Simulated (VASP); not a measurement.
Input of a VASP 6.6.1 run:

The input INCAR:

```
ALGO     = Normal         # electronic algorithm
EDIFF    = 1E-8           # SCF threshold, eV
ENCUT    = 520            # plane-wave cutoff, eV
GGA      = PS             # functional
ISIF     = 2              # what is computed and relaxed
ISMEAR   = -1             # smearing method
LASPH    = True           # aspherical terms in the spheres
LCHARG   = False          # write CHGCAR
LEFG     = True         
LREAL    = False          # projectors in reciprocal space
LWAVE    = False          # write WAVECAR
NBANDS   = 11             # bands
NELM     = 60             # most SCF steps
PREC     = Accurate       # precision mode
SIGMA    = 0.03           # smearing width, eV
```

KPOINTS

```
k-points
0
Gamma
  10 10 10
```

The input POSCAR:

```
MgS
1.0
   -0.0260165000      2.5886417500      2.5886417500
    2.5886417500     -0.0260165000      2.5886417500
    2.5886417500      2.5886417500     -0.0260165000
Mg S
1 1
Direct
    0.0000000000      0.0000000000      0.0000000000
    0.5000000000      0.5000000000      0.5000000000
```

Potentials or basis: VASP PAW PBE potentials, release 64 (Mg, S).

Run with:

```console
$ cat potpaw_PBE.64/Mg/POTCAR potpaw_PBE.64/S/POTCAR > POTCAR
$ mpirun -np 1 vasp_std > vasp.out
```

Task: Estimate the pressure.

Result: -1.1 GPa.

Task: Predict the band gap on the k mesh.

Result: 2.61 eV (least direct gap 3.50 eV).

Stress tensor (GPa, compression positive):
```
-1.13  0.53  0.53
 0.53 -1.13  0.53
 0.53  0.53 -1.13
```

Caveat: the cell differs from its parent crystal (equal xy, yz and zx shear strains of -1 %); without QUAD_EFG the Cq values of the log hold for a quadrupole moment of 1 mb, not for the nuclei; the PAW data sets were made with another functional, which shifts forces and pressure a little. A k mesh can miss the band edges.
